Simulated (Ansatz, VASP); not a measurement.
## SiC in VASP and in Ansatz

```
Si C
1.0
     3.04325    0.00000    0.00000
    -1.52163    2.63553    0.00000
     0.00000    0.00000   14.93271
Si C
6 6
Direct
  0.00000 0.00000 0.12504
  0.00000 0.00000 0.62504
  0.33333 0.66667 0.29191
  0.66667 0.33333 0.79172
  0.33333 0.66667 0.95839
  0.66667 0.33333 0.45823
  0.00000 0.00000 0.99579
  0.00000 0.00000 0.50359
  0.33333 0.66667 0.17047
  0.66667 0.33333 0.66319
  0.33333 0.66667 0.83707
  0.66667 0.33333 0.32956
```

Change from the starting cell: mode 32 frozen in at -0.059 Å, equal normal strain along x, y and z -0.0167.

Alike in both runs: task single point; functional PBE; k mesh 12 × 12 × 2; occupations gaussian, width 0.05 eV; no spin polarisation.

```csv
,VASP,Ansatz
version,VASP 6.6.1,Ansatz 0.2.0
potentials or method,"VASP PAW PBE potentials, release 64 (Si, C), cutoff 520 eV","scalar-relativistic, plane waves, PAW"
valence electrons in the cell,48,48
```

|  | VASP | Ansatz | Ansatz less VASP |
| --- | --- | --- | --- |
| gap on the k mesh at the Fermi level (eV) | 1.96 | 1.97 | +0.003 |
| least direct gap on the mesh (eV) | 3.08 | 3.08 | +0.006 |
| pressure (GPa) | 12.5 | 12.6 | +0.09 |
| traceless stress, the component that is largest in VASP (GPa) | 0.59 | 0.59 | -0.003 |
| rms of the force components (eV/Å) | 0.759 | 0.760 | +0.0010 |

Atom by atom the forces differ by 0.002 eV/Å (rms over components). With one functional, cell and mesh, what is left measures potentials, basis and numerics.
